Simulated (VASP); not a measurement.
# Y (P6_3/mmc) in VASP: a series of runs, part 2 of 2

VASP 6.6.1. The steps go on from the part before.

## Step 4: Electric field gradients, PBE (33.85 Å³/atom)

This run uses another cell than the first one, of 33.85 Å³/atom.

Input file INCAR:

```
SYSTEM = Y
PREC = Accurate
ENCUT = 520
EDIFF = 1E-8
ISMEAR = -1
SIGMA = 0.08
LREAL = .FALSE.
LASPH = .TRUE.
NELM = 60
ALGO = Normal
ISIF = 2
LWAVE = .FALSE.
LCHARG = .FALSE.
GGA = PE
LEFG = .TRUE.
NBANDS = 18
```

Input file KPOINTS:

```
Automatic mesh
0
G
  12 12 7
  0 0 0
```

Input file POSCAR:

```
Y
1.0
    3.6756820560      0.0000000000      0.0000000000
   -1.8378410280      3.1832340367      0.0000000000
    0.0000000000      0.0000000000      5.7854633609
Y
2
Direct
    0.3333333333      0.6666666667      0.2500000000
    0.6666666667      0.3333333333      0.7500000000
```

Potentials or basis: VASP PAW PBE potentials, release 64 (Y_sv).

Run with:

```bash
$ cat potpaw_PBE.64/Y_sv/POTCAR > POTCAR
$ mpirun -np 1 vasp_std > vasp.out
```

OUTCAR:

```text
SYSTEM = Y
   PREC = Accurate
   ENCUT = 520
   EDIFF = 1E-8
   ISMEAR = -1
   LREAL = .FALSE.
   LASPH = .TRUE.
   NELM = 60
   ISIF = 2
   GGA = PE

 ion  position               nearest neighbor table
   1  0.333  0.667  0.250-   2 3.59   2 3.59   2 3.59   2 3.59   2 3.59   2 3.59
   2  0.667  0.333  0.750-   1 3.59   1 3.59   1 3.59   1 3.59   1 3.59   1 3.59

  LATTYP: Found a hexagonal cell.
 ALAT       =     3.6756820560
 C/A-ratio  =     1.5739836234

  Lattice vectors:

 A1 = (   3.6756820560,   0.0000000000,   0.0000000000)
 A2 = (  -1.8378410280,   3.1832340367,   0.0000000000)
 A3 = (   0.0000000000,   0.0000000000,   5.7854633609)
[... 718 lines left out ...]
  free  energy   TOTEN  =       -12.8984512817 eV

  energy  without entropy=      -12.8145126038  energy(sigma->0) =      -12.85648194

 Electric field gradients (V/A^2)
---------------------------------------------------------------------
 ion       V_xx      V_yy      V_zz      V_xy      V_xz      V_yz
---------------------------------------------------------------------
   1     -12.342   -12.342    24.683    -0.000     0.000    -0.000
   2     -12.342   -12.342    24.683    -0.000    -0.000     0.000
---------------------------------------------------------------------

 Electric field gradients after diagonalization (V/A^2)
 (convention: |V_zz| > |V_xx| > |V_yy|)
----------------------------------------------------------------------
 ion       V_xx      V_yy      V_zz     asymmetry (V_yy - V_xx)/ V_zz
----------------------------------------------------------------------
   1     -12.342   -12.342    24.683       0.000
   2     -12.342   -12.342    24.683       0.000
----------------------------------------------------------------------

           NMR quadrupolar parameters

 Cq : quadrupolar parameter    Cq=e*Q*V_zz/h
 eta: asymmetry parameters     (V_yy - V_xx)/ V_zz
 Q  : nuclear electric quadrupole moment in mb (millibarn)
----------------------------------------------------------------------
 ion       Cq(MHz)       eta       Q (mb)
----------------------------------------------------------------------
   1       0.060       0.000       1.000
   2       0.060       0.000       1.000
----------------------------------------------------------------------
```

OSZICAR:

```text
N       E                     dE             d eps       ncg     rms          rms(c)
DAV:   1     0.886374485128E+02    0.88637E+02   -0.11265E+04  2736   0.115E+03
DAV:   2    -0.587361543319E+01   -0.94511E+02   -0.93018E+02  3462   0.258E+02
DAV:   3    -0.130924597000E+02   -0.72188E+01   -0.71691E+01  4768   0.430E+01
DAV:   4    -0.133150490528E+02   -0.22259E+00   -0.22232E+00  3476   0.738E+00
DAV:   5    -0.133204188095E+02   -0.53698E-02   -0.53683E-02  3950   0.921E-01    0.324E+01
DAV:   6    -0.129727361020E+02    0.34768E+00   -0.44428E-01  3056   0.400E+00    0.201E+01
DAV:   7    -0.129100888102E+02    0.62647E-01   -0.86958E-01  3536   0.518E+00    0.179E+00
DAV:   8    -0.128994684545E+02    0.10620E-01   -0.16961E-01  3376   0.230E+00    0.132E+00
DAV:   9    -0.128983784725E+02    0.10900E-02   -0.37890E-03  3862   0.377E-01    0.383E-01
DAV:  10    -0.128985399160E+02   -0.16144E-03   -0.20025E-03  2998   0.394E-01    0.382E-01
DAV:  11    -0.128984557861E+02    0.84130E-04   -0.16228E-04  3302   0.110E-01    0.567E-02
DAV:  12    -0.128984496152E+02    0.61709E-05   -0.30730E-05  3150   0.464E-02    0.142E-02
DAV:  13    -0.128984512275E+02   -0.16123E-05   -0.40693E-06  3292   0.169E-02    0.197E-03
DAV:  14    -0.128984513365E+02   -0.10905E-06   -0.12036E-07  4162   0.217E-03    0.491E-04
DAV:  15    -0.128984512984E+02    0.38155E-07   -0.45009E-09  1980   0.528E-04    0.152E-04
DAV:  16    -0.128984512853E+02    0.13110E-07   -0.83202E-10  1692   0.243E-04    0.972E-05
DAV:  17    -0.128984512817E+02    0.35402E-08   -0.22008E-10  1678   0.119E-04
   1 F= -.12898451E+02 E0= -.12856482E+02  d E =-.839387E-01
```

stdout:

```text
POSCAR found type information on POSCAR Y
 POSCAR found :  1 types and       2 ions
 scaLAPACK will be used
 LDA part: xc-table for (Slater+PW92), standard interpolation
 POSCAR, INCAR and KPOINTS ok, starting setup
 FFT: planning ... GRIDC
 FFT: planning ... GRID_SOFT
 FFT: planning ... GRID
 WAVECAR not read
 entering main loop
ion   1

ion   2
```

Run time: 2.8 min. Hardware: 1 thread of Intel Xeon 8259CL, shared host; peak memory 0.25 GiB.

What came out:

```
Free energy                             : -12.8985 eV
Pressure                                : -1.2 GPa
Band gap on the k mesh                  : zero (bands 11 and 12 overlap by 1.22 eV)
Largest electric field gradient by atom : Y +24.7 V/Å²
```

Stress tensor (GPa, compression positive):
```
-0.99  0.00  0.00
 0.00 -0.99  0.00
 0.00  0.00 -1.51
```

Levels at points of the mesh, in eV from the Fermi level:
| k point | band 8 | band 9 | band 10 | band 11 | band 12 | band 13 | band 14 | band 15 |
| --- | --- | --- | --- | --- | --- | --- | --- | --- |
| (0.00, 0.00, 0.00) | -22.47 | -4.64 | -1.82 | 0.78 | 1.73 | 1.73 | 1.99 | 2.30 |
| (0.50, 0.00, 0.00) | -22.55 | -1.66 | -1.13 | -0.77 | -0.14 | 1.34 | 1.47 | 1.99 |

Electric field gradients, principal values (V/Å²):
| atom | least | middle | greatest (by size) |
| --- | --- | --- | --- |
| 1 Y | -12.342 | -12.342 | 24.683 |
| 2 Y | -12.342 | -12.342 | 24.683 |

Caveat: without QUAD_EFG the Cq values of the log hold for a quadrupole moment of 1 mb, not for the nuclei.

## Step 5: Electric field gradients, PBE (34.51 Å³/atom)

This run uses another cell than the first one, of 34.51 Å³/atom.

Input file INCAR:

```
SYSTEM = Y
PREC     = Accurate       ! precision mode
ENCUT    = 520            ! plane-wave cutoff, eV
EDIFF    = 1E-8           ! SCF threshold, eV
ISMEAR   = -1             ! smearing method
SIGMA    = 0.08           ! smearing width, eV
LREAL    = .False.        ! projectors in reciprocal space
LASPH    = .True.         ! aspherical terms in the spheres
NELM     = 100            ! most SCF steps
ALGO     = Normal         ! electronic algorithm
ISIF     = 2              ! what is computed and relaxed
LWAVE    = .False.        ! write WAVECAR
LCHARG   = .False.        ! write CHGCAR
GGA      = PE             ! functional
LEFG     = .True.       
NBANDS   = 18             ! bands
```

Input file KPOINTS:

```
regular mesh
0
Gamma
  12 12 7
  0 0 0
```

Input file POSCAR:

```
Y
1.0
    3.6995507901      0.0000000000      0.0000000000
   -1.8497753950      3.2039049668      0.0000000000
    0.0000000000      0.0000000000      5.8230323575
Y
2
Direct
    0.3333333333      0.6666666667      0.2500000000
    0.6666666667      0.3333333333      0.7500000000
```

Potentials or basis: VASP PAW PBE potentials, release 64 (Y_sv).

Run with:

```bash
$ cat potpaw_PBE.64/Y_sv/POTCAR > POTCAR
$ mpirun -np 1 vasp_std > vasp.out
```

OUTCAR:

```text
SYSTEM = Y
   PREC = Accurate
   ENCUT = 520
   EDIFF = 1E-8
   ISMEAR = -1
   LREAL = .False.
   LASPH = .True.
   NELM = 100
   ISIF = 2
   GGA = PE

 ion  position               nearest neighbor table
   1  0.333  0.667  0.250-   2 3.61   2 3.61   2 3.61   2 3.61   2 3.61   2 3.61
   2  0.667  0.333  0.750-   1 3.61   1 3.61   1 3.61   1 3.61   1 3.61   1 3.61

  LATTYP: Found a hexagonal cell.
 ALAT       =     3.6995507901
 C/A-ratio  =     1.5739836234

  Lattice vectors:

 A1 = (   3.6995507901,   0.0000000000,   0.0000000000)
 A2 = (  -1.8497753950,   3.2039049668,   0.0000000000)
 A3 = (   0.0000000000,   0.0000000000,   5.8230323575)
[... 718 lines left out ...]
  free  energy   TOTEN  =       -12.8859719318 eV

  energy  without entropy=      -12.8010613213  energy(sigma->0) =      -12.84351663

 Electric field gradients (V/A^2)
---------------------------------------------------------------------
 ion       V_xx      V_yy      V_zz      V_xy      V_xz      V_yz
---------------------------------------------------------------------
   1     -11.819   -11.819    23.638    -0.000     0.000    -0.000
   2     -11.819   -11.819    23.638    -0.000    -0.000     0.000
---------------------------------------------------------------------

 Electric field gradients after diagonalization (V/A^2)
 (convention: |V_zz| > |V_xx| > |V_yy|)
----------------------------------------------------------------------
 ion       V_xx      V_yy      V_zz     asymmetry (V_yy - V_xx)/ V_zz
----------------------------------------------------------------------
   1     -11.819   -11.819    23.638       0.000
   2     -11.819   -11.819    23.638       0.000
----------------------------------------------------------------------

           NMR quadrupolar parameters

 Cq : quadrupolar parameter    Cq=e*Q*V_zz/h
 eta: asymmetry parameters     (V_yy - V_xx)/ V_zz
 Q  : nuclear electric quadrupole moment in mb (millibarn)
----------------------------------------------------------------------
 ion       Cq(MHz)       eta       Q (mb)
----------------------------------------------------------------------
   1       0.057       0.000       1.000
   2       0.057       0.000       1.000
----------------------------------------------------------------------
```

OSZICAR:

```text
N       E                     dE             d eps       ncg     rms          rms(c)
DAV:   1     0.864490679001E+02    0.86449E+02   -0.11289E+04  2744   0.115E+03
DAV:   2    -0.594854588487E+01   -0.92398E+02   -0.90920E+02  3468   0.255E+02
DAV:   3    -0.131023465622E+02   -0.71538E+01   -0.70907E+01  4784   0.427E+01
DAV:   4    -0.133193297371E+02   -0.21698E+00   -0.21680E+00  3436   0.737E+00
DAV:   5    -0.133251524672E+02   -0.58227E-02   -0.58201E-02  4056   0.925E-01    0.320E+01
DAV:   6    -0.129656246298E+02    0.35953E+00   -0.45547E-01  3006   0.403E+00    0.198E+01
DAV:   7    -0.128979296235E+02    0.67695E-01   -0.89089E-01  3504   0.520E+00    0.177E+00
DAV:   8    -0.128870106903E+02    0.10919E-01   -0.17229E-01  3404   0.231E+00    0.131E+00
DAV:   9    -0.128859091602E+02    0.11015E-02   -0.37883E-03  3904   0.377E-01    0.369E-01
DAV:  10    -0.128860630896E+02   -0.15393E-03   -0.20096E-03  2958   0.395E-01    0.385E-01
DAV:  11    -0.128859765803E+02    0.86509E-04   -0.16704E-04  3360   0.111E-01    0.572E-02
DAV:  12    -0.128859703528E+02    0.62275E-05   -0.30551E-05  3184   0.463E-02    0.138E-02
DAV:  13    -0.128859718858E+02   -0.15330E-05   -0.38210E-06  3286   0.165E-02    0.176E-03
DAV:  14    -0.128859719845E+02   -0.98663E-07   -0.11311E-07  4158   0.203E-03    0.417E-04
DAV:  15    -0.128859719326E+02    0.51908E-07   -0.56506E-09  2000   0.589E-04    0.130E-04
DAV:  16    -0.128859719318E+02    0.79626E-09   -0.65115E-10  1692   0.195E-04
   1 F= -.12885972E+02 E0= -.12843517E+02  d E =-.849106E-01
```

Run time: 2.8 min. Hardware: 1 thread of Intel Xeon 8259CL, shared host; peak memory 0.25 GiB.

What came out:

```
Free energy                             : -12.8860 eV
Pressure                                : -1.9 GPa
Band gap on the k mesh                  : zero (bands 11 and 12 overlap by 1.20 eV)
Largest electric field gradient by atom : Y +23.6 V/Å²
```

Levels at points of the mesh, in eV from the Fermi level:
```
           k point  band 7  band 8  band 9  band 10  band 11  band 12  band 13  band 14  band 15  band 16
(0.00, 0.00, 0.00)  -22.55  -22.53   -4.61    -1.79     0.73     1.71     1.71     1.96     2.27     2.27
(0.50, 0.00, 0.00)  -22.66  -22.60   -1.65    -1.10    -0.74    -0.16     1.31     1.45     1.95     4.78
```

Electric field gradients, principal values (V/Å²):
```
atom    least   middle  greatest (by size)
 1 Y  -11.819  -11.819              23.638
 2 Y  -11.819  -11.819              23.638
```

Caveat: without QUAD_EFG the Cq values of the log hold for a quadrupole moment of 1 mb, not for the nuclei.

## Step 6: Summary

```tsv
cell	gap on the mesh (eV)	pressure (GPa)
a = 3.627, b = 3.627, c = 5.709 Å, angles 90.0, 90.0, 120.0°, 2 atoms	none	0.4
a = 3.651, b = 3.651, c = 5.747 Å, angles 90.0, 90.0, 120.0°, 2 atoms	none	-0.4
a = 3.676, b = 3.676, c = 5.785 Å, angles 90.0, 90.0, 120.0°, 2 atoms	none	-1.2
a = 3.700, b = 3.700, c = 5.823 Å, angles 90.0, 90.0, 120.0°, 2 atoms	none	-1.9
```

Alike in all rows: task electric field gradients; level PBE; potentials or basis VASP PAW PBE potentials, release 64 (Y_sv); no spin polarisation; k mesh 12 × 12 × 7; cutoff (eV) 520; smearing fermi-dirac 0.08 eV.

Absolute energies hang on the potentials; compare differences alone.
